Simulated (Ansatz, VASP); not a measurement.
**SrB2: VASP beside Ansatz**

Contents of INCAR:

```
PREC = Accurate ; ENCUT = 600
EDIFF = 1E-6 ; ISMEAR = 0
SIGMA = 0.1 ; LREAL = F
LASPH = T ; NELM = 60
ALGO = Normal ; ISIF = 3
LWAVE = F ; LCHARG = F
GGA = PE ; IBRION = 2
NSW = 80 ; EDIFFG = -0.01
```

The input KPOINTS:

```
Automatic mesh
0
Gamma
  12 12 12
```

File POSCAR:

```
SrB2
1.0
    3.4172822797      0.0000000000      0.0000000000
   -1.7086411398      2.9594532661      0.0000000000
    0.0000000000      0.0000000000      3.9131222914
Sr B
1 2
Direct
    0.0000000000      0.0000000000      0.0000000000
    0.6666666667      0.3333333333      0.5000000000
    0.3333333333      0.6666666667      0.5000000000
```

Input for Ansatz:

```yaml
crystal:
  lattice:
    - [3.4172822797, 0.0, 0.0]
    - [-1.7086411398, 2.9594532661, 0.0]
    - [0.0, 0.0, 3.9131222914]
  atoms:
    - { symbol: Sr, position: [0.0, 0.0, 0.0] }
    - { symbol: B, position: [0.6666666667, 0.3333333333, 0.5] }
    - { symbol: B, position: [0.3333333333, 0.6666666667, 0.5] }
basis:
  ecutwfc: 420
kpoints:
  mp_grid: { grid: [12, 12, 12] }
hamiltonian:
  xc: pbe
scf:
  occupations: { method: gaussian, width: 0.1 }
output:
  forces: true
  stress: true
  eigenvalues: true
relax:
  adjacent_minimum: "off"
  f_tol: 0.01
  max_steps: 60
  cell: { stress_tol: 0.1 }
```

Alike in both runs: task relaxation of cell and atoms; functional PBE; k mesh 12 × 12 × 12; occupations gaussian, width 0.1 eV; no spin polarisation.

```csv
,VASP,Ansatz
version,VASP 6.6.1,Ansatz 0.2.0
potentials or method,"VASP PAW PBE potentials, release 64 (Sr_sv, B), cutoff 600 eV","scalar-relativistic, plane waves, PAW"
valence electrons in the cell,16,16
```

|  | VASP | Ansatz | Ansatz less VASP |
| --- | --- | --- | --- |
| gap on the k mesh at the Fermi level, each at its own relaxed structure (eV) | none | none | - |
| relaxed volume (Å³/atom) | 13.98 | 13.92 | -0.062 |
| relaxed cell length with the largest relative difference (Å) | 4.419 | 4.412 | -0.0068 |

A gap of «none» marks a metal or a gap that the smearing closes.
